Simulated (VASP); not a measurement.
# BeAg2F6 (Fm-3m) in VASP: further runs, part 2 of 3

VASP 6.6.1.

### Step 3. Single point, PBE, collinear spin, ferromagnetic start

This run uses another cell than the first one, of 10.73 Å³/atom, 0.974 times its volume.

File INCAR:

```
SYSTEM = BeAg2F6
PREC = Accurate ; ENCUT = 520
EDIFF = 1E-6 ; ISMEAR = 0
SIGMA = 0.1 ; LREAL = .False.
LASPH = .True. ; NELM = 150
ALGO = Normal ; ISIF = 2
LWAVE = .False. ; LCHARG = .False.
ISPIN = 2 ; MAGMOM = 0 1 1 0 0 0 0 0 0
LORBIT = 11 ; LMAXMIX = 4
GGA = PE ; NBANDS = 47
```

File KPOINTS:

```
regular mesh
0
Gamma
  4 4 4
  0 0 0
```

File POSCAR:

```
BeAg2F6
1.0
    0.0000000000      3.6411209400      3.6411209400
    3.6411209400      0.0000000000      3.6411209400
    3.6411209400      3.6411209400      0.0000000000
Be Ag F
1 2 6
Direct
    0.0000000000      0.0000000000      0.0000000000
    0.2500000000      0.2500000000      0.2500000000
    0.7500000000      0.7500000000      0.7500000000
    0.7500000000      0.2500000000      0.2500000000
    0.2500000000      0.7500000000      0.2500000000
    0.2500000000      0.7500000000      0.7500000000
    0.7500000000      0.2500000000      0.7500000000
    0.2500000000      0.2500000000      0.7500000000
    0.7500000000      0.7500000000      0.2500000000
```

Potentials or basis: VASP PAW PBE potentials, release 64 (Be, Ag, F).

The run is started by

```bash
> cat potpaw_PBE.64/Be/POTCAR potpaw_PBE.64/Ag/POTCAR potpaw_PBE.64/F/POTCAR > POTCAR
> mpirun -np 1 vasp_std > vasp.out
```

OUTCAR:

```text
SYSTEM = BeAg2F6
   PREC = Accurate
   ENCUT = 520
   EDIFF = 1E-6
   ISMEAR = 0
   LREAL = .False.
   LASPH = .True.
   NELM = 150
   ISIF = 2
   ISPIN = 2
   LORBIT = 11
   GGA = PE

 ion  position               nearest neighbor table
   1  0.000  0.000  0.000-   4 1.82   5 1.82   6 1.82   7 1.82   8 1.82   9 1.82
   2  0.250  0.250  0.250-   4 2.57   5 2.57   8 2.57   6 2.57   7 2.57   8 2.57   5 2.57   6 2.57
                             9 2.57   4 2.57   7 2.57   9 2.57
   3  0.750  0.750  0.750-   6 2.57   7 2.57   9 2.57   4 2.57   5 2.57   9 2.57   4 2.57   7 2.57
                             8 2.57   5 2.57   6 2.57   8 2.57
   4  0.750  0.250  0.250-   1 1.82   2 2.57   3 2.57   3 2.57   2 2.57
   5  0.250  0.750  0.250-   1 1.82   2 2.57   3 2.57   2 2.57   3 2.57
   6  0.250  0.750  0.750-   1 1.82   3 2.57   2 2.57   2 2.57   3 2.57
   7  0.750  0.250  0.750-   1 1.82   3 2.57   2 2.57   3 2.57   2 2.57
   8  0.250  0.250  0.750-   1 1.82   2 2.57   2 2.57   3 2.57   3 2.57
   9  0.750  0.750  0.250-   1 1.82   3 2.57   3 2.57   2 2.57   2 2.57

  LATTYP: Found a face centered cubic cell.
 ALAT       =     7.2822418800

  Lattice vectors:

 A1 = (   0.0000000000,   3.6411209400,   3.6411209400)
 A2 = (   3.6411209400,   0.0000000000,   3.6411209400)
 A3 = (   3.6411209400,   3.6411209400,   0.0000000000)

Analysis of symmetry for initial positions (statically):
=====================================================================
 Subroutine PRICEL returns:
 Original cell was already a primitive cell.

 Routine SETGRP: Setting up the symmetry group for a
 face centered cubic supercell.

 Subroutine GETGRP returns: Found 48 space group operations
 (whereof 48 operations were pure point group operations)
 out of a pool of 48 trial point group operations.

The static configuration has the point symmetry O_h .

Analysis of symmetry for dynamics (positions and initial velocities):
=====================================================================
[... 569 lines left out ...]
      2     -18.9681      1.00000
      3     -18.9681      1.00000
      4     -18.9681      1.00000
      5     -18.5099      1.00000
      6     -18.5099      1.00000
[... 373 lines left out ...]
     44      15.7728      0.00000
     45      16.1225      0.00000
 [bands above 45 left out]

------------------------ aborting loop because EDIFF is reached ----------------------------------------

  FORCE on cell =-STRESS in cart. coord.  units (eV):
  Direction    XX          YY          ZZ          XY          YZ          ZX
  --------------------------------------------------------------------------------------
  -------------------------------------------------------------------------------------
  Total       -1.7095522     -1.7095522     -1.7095522      0.0000000      0.0000000      0.0000000
  in kB      -28.3698887    -28.3698887    -28.3698887      0.0000000      0.0000000      0.0000000
  external PRESSURE =     -28.3698887 kB  Pullay stress =       0.0000000 kB

 VOLUME and BASIS-vectors are now :
 -----------------------------------------------------------------------------
  energy-cutoff  :      520.00
  volume of cell :       96.55
      direct lattice vectors                 reciprocal lattice vectors
     0.000000000  3.641120940  3.641120940    -0.137320349  0.137320349  0.137320349
     3.641120940  0.000000000  3.641120940     0.137320349 -0.137320349  0.137320349
     3.641120940  3.641120940  0.000000000     0.137320349  0.137320349 -0.137320349

 POSITION                                       TOTAL-FORCE (eV/Angst)
 -----------------------------------------------------------------------------------
      0.00000      0.00000      0.00000        -0.000000      0.000000     -0.000000
      1.82056      1.82056      1.82056        -0.000000     -0.000000     -0.000000
      5.46168      5.46168      5.46168        -0.000000      0.000000     -0.000000
      1.82056      3.64112      3.64112        -1.476517      0.000000     -0.000000
      3.64112      1.82056      3.64112        -0.000000     -1.476517     -0.000000
      5.46168      3.64112      3.64112         1.476517      0.000000     -0.000000
      3.64112      5.46168      3.64112        -0.000000      1.476517     -0.000000
      3.64112      3.64112      1.82056        -0.000000      0.000000     -1.476517
      3.64112      3.64112      5.46168        -0.000000      0.000000      1.476517
 -----------------------------------------------------------------------------------
    total drift:                                0.000000      0.000000      0.000000

  FREE ENERGIE OF THE ION-ELECTRON SYSTEM (eV)
  ---------------------------------------------------
  free  energy   TOTEN  =       -32.8464639828 eV

  energy  without entropy=      -32.8082304108  energy(sigma->0) =      -32.82734720

 total charge

# of ion       s       p       d       tot
------------------------------------------
    1        0.293   0.501   0.000   0.794
    2        0.147   0.126   9.104   9.377
    3        0.147   0.126   9.104   9.377
    4        1.748   4.284   0.000   6.032
    5        1.748   4.284   0.000   6.032
    6        1.748   4.284   0.000   6.032
    7        1.748   4.284   0.000   6.032
    8        1.748   4.284   0.000   6.032
    9        1.748   4.284   0.000   6.032
--------------------------------------------------
tot         11.074  26.458  18.208  55.740

 magnetization (x)

# of ion       s       p       d       tot
------------------------------------------
    1       -0.003  -0.006   0.000  -0.009
    2       -0.005  -0.003   0.463   0.455
    3       -0.005  -0.003   0.463   0.455
    4        0.001   0.173   0.000   0.174
    5        0.001   0.173   0.000   0.174
    6        0.001   0.173   0.000   0.174
    7        0.001   0.173   0.000   0.174
    8        0.001   0.173   0.000   0.174
    9        0.001   0.173   0.000   0.174
--------------------------------------------------
tot         -0.007   1.026   0.926   1.945
```

OSZICAR:

```text
N       E                     dE             d eps       ncg     rms          rms(c)
DAV:   1     0.503806032747E+03    0.50381E+03   -0.37349E+04  1504   0.141E+03
DAV:   2    -0.101048867900E+02   -0.51391E+03   -0.48765E+03  1638   0.363E+02
DAV:   3    -0.403074419594E+02   -0.30203E+02   -0.29644E+02  1800   0.909E+01
DAV:   4    -0.405376492150E+02   -0.23021E+00   -0.23006E+00  1589   0.884E+00
DAV:   5    -0.405388895494E+02   -0.12403E-02   -0.12403E-02  1669   0.661E-01    0.154E+01
DAV:   6    -0.333996545112E+02    0.71392E+01   -0.22506E+01  1555   0.332E+01    0.163E+01
DAV:   7    -0.329276128252E+02    0.47204E+00   -0.30419E+00  1518   0.182E+01    0.569E+00
DAV:   8    -0.328533469432E+02    0.74266E-01   -0.61796E-01  1639   0.557E+00    0.443E+00
DAV:   9    -0.328548575173E+02   -0.15106E-02   -0.10123E-01  1677   0.210E+00    0.167E+00
DAV:  10    -0.328483083168E+02    0.65492E-02   -0.15715E-02  1588   0.131E+00    0.501E-01
DAV:  11    -0.328466964946E+02    0.16118E-02   -0.97340E-03  1603   0.121E+00    0.249E-01
DAV:  12    -0.328464077894E+02    0.28871E-03   -0.14375E-03  1625   0.533E-01    0.639E-02
DAV:  13    -0.328464831769E+02   -0.75387E-04   -0.22144E-04  1577   0.827E-02    0.600E-02
DAV:  14    -0.328464613148E+02    0.21862E-04   -0.36641E-05  1637   0.925E-02    0.176E-02
DAV:  15    -0.328464638012E+02   -0.24865E-05   -0.13519E-05  1607   0.260E-02    0.445E-03
DAV:  16    -0.328464639828E+02   -0.18152E-06   -0.39093E-07  1004   0.488E-03
   1 F= -.32846464E+02 E0= -.32827347E+02  d E =-.382336E-01  mag=     1.9993
```

stdout:

```text
POSCAR found type information on POSCAR BeAgF
 POSCAR found :  3 types and       9 ions
 scaLAPACK will be used
 LDA part: xc-table for (Slater+PW92), standard interpolation
 POSCAR, INCAR and KPOINTS ok, starting setup
 FFT: planning ... GRIDC
 FFT: planning ... GRID_SOFT
 FFT: planning ... GRID
 WAVECAR not read
 entering main loop
```

It took 93 s on 1 thread of Intel Xeon Platinum 8375C at 2.90GHz (Ice Lake), shared host; peak memory 0.31 GiB.

Results:

| Item | Value |
| --- | --- |
| Free energy | -32.8465 eV |
| Pressure | -2.8 GPa |
| Band gap on the k mesh | zero (filled and empty bands overlap) |
| Net moment | 2.00 μB per cell |
| Site moments | Be -0.01; Ag +0.46; F +0.17 μB |
| Valence electrons inside the program's atomic spheres | Be 0.79; Ag 9.38; F 6.03 |

Levels at points of the mesh, in eV from the Fermi level:
Spin up:
| k point | band 32 | band 33 | band 34 | band 35 | band 36 | band 37 |
| --- | --- | --- | --- | --- | --- | --- |
| (0.00, 0.00, 0.00) | -0.85 | -0.83 | -0.83 | 3.13 | 6.10 | 12.06 |
| (0.50, 0.00, 0.00) | -0.27 | -0.26 | -0.26 | 6.11 | 6.16 | 11.01 |
| (0.50, 0.50, 0.00) | -0.25 | -0.21 | -0.21 | 6.53 | 7.44 | 8.63 |
Spin down:
```tsv
k point	band 28	band 29	band 30	band 31	band 32	band 33	band 34	band 35	band 36	band 37
(0.00, 0.00, 0.00)	-0.71	-0.71	-0.67	-0.67	-0.42	-0.42	-0.42	3.22	6.19	12.10
(0.50, 0.00, 0.00)	-0.84	-0.83	-0.83	0.14	0.14	0.15	0.15	6.29	6.35	11.09
(0.50, 0.50, 0.00)	-0.68	0.06	0.08	0.18	0.18	0.22	0.22	6.75	7.64	8.68
```

Caveat: the k points lie up to 0.37 Å⁻¹ apart.

### Step 4. Single point, PBE

This run uses another cell than the first one, of 10.73 Å³/atom, 0.974 times its volume.

File INCAR:

```
PREC = Accurate ; ENCUT = 520
EDIFF = 1E-7 ; ISMEAR = 0
SIGMA = 0.1 ; LREAL = False
LASPH = True ; NELM = 100
ALGO = Normal ; ISIF = 2
LWAVE = False ; LCHARG = True
GGA = PE ; LELF = True
LVHAR = True ; NBANDS = 43
```

File KPOINTS:

```
Automatic mesh
0
Gamma
  4 4 4
```

POSCAR is that of step 3.

The run is started by

```bash
> cat potpaw_PBE.64/Be/POTCAR potpaw_PBE.64/Ag/POTCAR potpaw_PBE.64/F/POTCAR > POTCAR
> mpirun -np 1 vasp_std > vasp.out
```

It took 53 s on 1 thread of AMD EPYC 7R13, shared host; peak memory 0.25 GiB.

It converged, with:

| Property | Result |
| --- | --- |
| Free energy | -32.7701 eV |
| Pressure | -3.1 GPa |
| Band gap on the k mesh | zero (band 33 reaches 1.49 eV, above the bottom of band 34 at 0.87 eV) |

Levels at points of the mesh, in eV from the Fermi level:
```tsv
k point	band 29	band 30	band 31	band 32	band 33	band 34	band 35	band 36	band 37	band 38
(0.00, 0.00, 0.00)	-0.75	-0.65	-0.65	-0.54	-0.54	-0.54	3.26	6.23	12.18	12.64
(0.50, 0.00, 0.00)	-0.85	-0.85	0.01	0.01	0.02	0.02	6.29	6.34	11.14	11.33
(0.50, 0.50, 0.00)	-0.05	-0.03	0.04	0.04	0.08	0.08	6.73	7.63	8.75	10.51
```

Caveat: the k points lie up to 0.37 Å⁻¹ apart.

### Step 5. Single point, PBE, collinear spin, ferromagnetic start

This run uses another cell than the first one, of 10.96 Å³/atom, 0.995 times its volume.

File INCAR:

```
PREC     = Accurate       # precision mode
ENCUT    = 520            # plane-wave cutoff, eV
EDIFF    = 1E-6           # SCF threshold, eV
ISMEAR   = 0              # smearing method
SIGMA    = 0.1            # smearing width, eV
LREAL    = F              # projectors in reciprocal space
LASPH    = T              # aspherical terms in the spheres
NELM     = 150            # most SCF steps
ALGO     = Normal         # electronic algorithm
ISIF     = 2              # what is computed and relaxed
LWAVE    = F              # write WAVECAR
LCHARG   = T              # write CHGCAR
ISPIN    = 2              # spin polarisation
MAGMOM   = 0 1 1 0 0 0 0 0 0 # initial moments
LORBIT   = 11             # projections on sites
LMAXMIX  = 4              # l up to which the mixer works
GGA      = PE             # functional
LELF     = T              # ELF
LVHAR    = T            
NBANDS   = 47             # bands
```

KPOINTS is that of step 4.

File POSCAR:

```
BeAg2F6
1.0
    0.0000000000      3.6668346673      3.6668346673
    3.6668346673      0.0000000000      3.6668346673
    3.6668346673      3.6668346673      0.0000000000
Be Ag F
1 2 6
Direct
    0.0000000000      0.0000000000      0.0000000000
    0.2500000000      0.2500000000      0.2500000000
    0.7500000000      0.7500000000      0.7500000000
    0.7649432572      0.2350567428      0.2350567428
    0.2350567428      0.7649432572      0.2350567428
    0.2350567428      0.7649432572      0.7649432572
    0.7649432572      0.2350567428      0.7649432572
    0.2350567428      0.2350567428      0.7649432572
    0.7649432572      0.7649432572      0.2350567428
```

Potentials or basis: VASP PAW PBE potentials, release 64 (Be, Ag, F).

The run is started by

```bash
> cat potpaw_PBE.64/Be/POTCAR potpaw_PBE.64/Ag/POTCAR potpaw_PBE.64/F/POTCAR > POTCAR
> mpirun -np 1 vasp_std > vasp.out
```

OUTCAR:

```text
PREC = Accurate
   ENCUT = 520
   EDIFF = 1E-6
   ISMEAR = 0
   LREAL = F
   LASPH = T
   NELM = 150
   ISIF = 2
   ISPIN = 2
   LORBIT = 11
   GGA = PE

 ion  position               nearest neighbor table
   1  0.000  0.000  0.000-   4 1.72   5 1.72   6 1.72   7 1.72   8 1.72   9 1.72
   2  0.250  0.250  0.250-   4 2.60   7 2.60   9 2.60   5 2.60   6 2.60   9 2.60   6 2.60   7 2.60
                             8 2.60   4 2.60   5 2.60   8 2.60
   3  0.750  0.750  0.750-   6 2.60   7 2.60   9 2.60   4 2.60   5 2.60   9 2.60   4 2.60   7 2.60
                             8 2.60   5 2.60   6 2.60   8 2.60
   4  0.765  0.235  0.235-   1 1.72   3 2.60   3 2.60   2 2.60   2 2.60
   5  0.235  0.765  0.235-   1 1.72   3 2.60   3 2.60   2 2.60   2 2.60
   6  0.235  0.765  0.765-   1 1.72   3 2.60   3 2.60   2 2.60   2 2.60
   7  0.765  0.235  0.765-   1 1.72   3 2.60   3 2.60   2 2.60   2 2.60
   8  0.235  0.235  0.765-   1 1.72   3 2.60   3 2.60   2 2.60   2 2.60
[... 1008 lines left out ...]
 -----------------------------------------------------------------------------------
    total drift:                                0.000000      0.000000      0.000000

  FREE ENERGIE OF THE ION-ELECTRON SYSTEM (eV)
  ---------------------------------------------------
  free  energy   TOTEN  =       -33.3186979591 eV

  energy  without entropy=      -33.2772249079  energy(sigma->0) =      -33.29796143

 total charge

# of ion       s       p       d       tot
------------------------------------------
    1        0.344   0.643   0.000   0.987
    2        0.140   0.116   9.113   9.369
    3        0.140   0.116   9.113   9.369
    4        1.747   4.301   0.000   6.048
    5        1.747   4.301   0.000   6.048
    6        1.747   4.301   0.000   6.048
    7        1.747   4.301   0.000   6.048
    8        1.747   4.301   0.000   6.048
    9        1.747   4.301   0.000   6.048
--------------------------------------------------
tot         11.104  26.681  18.226  56.011

 magnetization (x)

# of ion       s       p       d       tot
------------------------------------------
    1       -0.003  -0.007   0.000  -0.010
    2       -0.005  -0.003   0.449   0.441
    3       -0.005  -0.003   0.449   0.441
    4        0.001   0.177   0.000   0.178
    5        0.001   0.177   0.000   0.178
    6        0.001   0.177   0.000   0.178
    7        0.001   0.177   0.000   0.178
    8        0.001   0.177   0.000   0.178
    9        0.001   0.177   0.000   0.178
--------------------------------------------------
tot         -0.007   1.051   0.897   1.941
```

Run time: 97 s. Hardware: 1 thread of AMD EPYC 7R13, shared host; peak memory 0.31 GiB.

Results:

| Property | Result |
| --- | --- |
| Free energy | -33.3187 eV |
| Pressure | 0.0 GPa |
| Largest force | 0.030 eV/Å |
| Band gap on the k mesh | zero (filled and empty bands overlap) |
| Net moment | 2.00 μB per cell |
| Site moments | Be -0.01; Ag +0.44; F +0.18 μB |
| Valence electrons inside the program's atomic spheres | Be 0.99; Ag 9.37; F 6.05 |

Forces on the atoms (eV/Å):
```
Be   0.000  0.000  0.000
Ag   0.000  0.000  0.000
Ag   0.000  0.000  0.000
F    0.030  0.000  0.000
F    0.000  0.030  0.000
F   -0.030  0.000  0.000
F    0.000 -0.030  0.000
F    0.000  0.000  0.030
F    0.000  0.000 -0.030
```

Levels at points of the mesh, in eV from the Fermi level:
Spin up:
| k point | band 31 | band 32 | band 33 | band 34 | band 35 | band 36 | band 37 | band 38 |
| --- | --- | --- | --- | --- | --- | --- | --- | --- |
| (0.00, 0.00, 0.00) | -0.90 | -0.82 | -0.82 | -0.82 | 3.16 | 6.07 | 12.26 | 12.26 |
| (0.50, 0.00, 0.00) | -0.33 | -0.33 | -0.26 | -0.26 | 5.92 | 6.15 | 11.12 | 11.50 |
| (0.50, 0.50, 0.00) | -0.27 | -0.27 | -0.26 | -0.26 | 6.41 | 7.27 | 8.69 | 10.42 |
Spin down:
```csv
k point,band 30,band 31,band 32,band 33,band 34,band 35
"(0.00, 0.00, 0.00)",-0.69,-0.69,-0.39,-0.39,-0.39,3.25
"(0.50, 0.00, 0.00)",-0.68,0.08,0.08,0.16,0.16,6.09
"(0.50, 0.50, 0.00)",0.08,0.15,0.15,0.17,0.17,6.62
```

Caveat: the k points lie up to 0.37 Å⁻¹ apart.

(Part 2 of 3 ends here.)
